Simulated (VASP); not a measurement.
**Ge: single point with PBEsol**

Ge:

```xyz
1
Lattice="1.4321 -2.6655 0.0000 1.4321 2.6655 0.0000 0.0000 0.0000 2.6308" Properties=species:S:1:pos:R:3 pbc="T T T"
Ge    1.4321    0.0000    0.0000
```

This cell differs from its parent crystal: strain +0.025 along x and y, -0.025 along z.

```
Program                : VASP 6.6.1
Task                   : single point
Functional             : PBEsol
Potentials or basis    : VASP PAW PBE potentials, release 64 (Ge_d)
Cutoff                 : 520 eV
k mesh                 : 20 × 20 × 18
Occupations            : gaussian, width 0.15 eV
Spin                   : no spin polarisation
Dipole correction      : no
Further INCAR settings : ALGO = Normal; EDIFF = 1e-06; NBANDS = 13
```

```json
{"Pressure": "-5.3 GPa", "Band gap on the k mesh": "zero (band 7 reaches 12.15 eV, above the bottom of band 8 at 2.94 eV)"}
```

Stress tensor (GPa, compression positive):
```
-7.14  0.00  0.00
 0.00 -8.43  0.00
 0.00  0.00 -0.25
```

Levels at points of the mesh, in eV from the Fermi level:
| k point | band 3 | band 4 | band 5 | band 6 | band 7 | band 8 | band 9 | band 10 | band 11 | band 12 |
| --- | --- | --- | --- | --- | --- | --- | --- | --- | --- | --- |
| (0.00, 0.00, 0.00) | -24.56 | -24.46 | -24.44 | -12.70 | 6.24 | 7.62 | 7.80 | 10.50 | 12.07 | 14.12 |
| (0.50, 0.00, 0.00) | -24.49 | -24.48 | -24.47 | -8.14 | -5.20 | 2.89 | 6.93 | 11.26 | 17.14 | 17.34 |
| (0.50, 0.50, 0.00) | -24.49 | -24.49 | -24.45 | -8.93 | -5.39 | 4.54 | 8.51 | 10.66 | 16.39 | 17.09 |
| (0.00, 0.00, 0.50) | -24.55 | -24.53 | -24.45 | -8.47 | -5.56 | 9.42 | 10.79 | 15.15 | 15.72 | 16.40 |
| (0.50, 0.00, 0.50) | -24.56 | -24.48 | -24.36 | -3.52 | -1.91 | -1.75 | 3.69 | 6.13 | 11.47 | 12.60 |
| (0.50, 0.50, 0.50) | -24.54 | -24.49 | -24.38 | -4.41 | -2.50 | -1.88 | 3.34 | 7.78 | 13.17 | 14.26 |

Wall time 60 s on 1 thread of Intel(R) Xeon(R) 6975P-C (Granite Rapids), with other jobs on the host, peak memory 0.36 GiB.

Caveat: the cell differs from its parent crystal (strain +0.025 along x and y, -0.025 along z); the PAW data sets were made with another functional, which shifts forces and pressure a little.
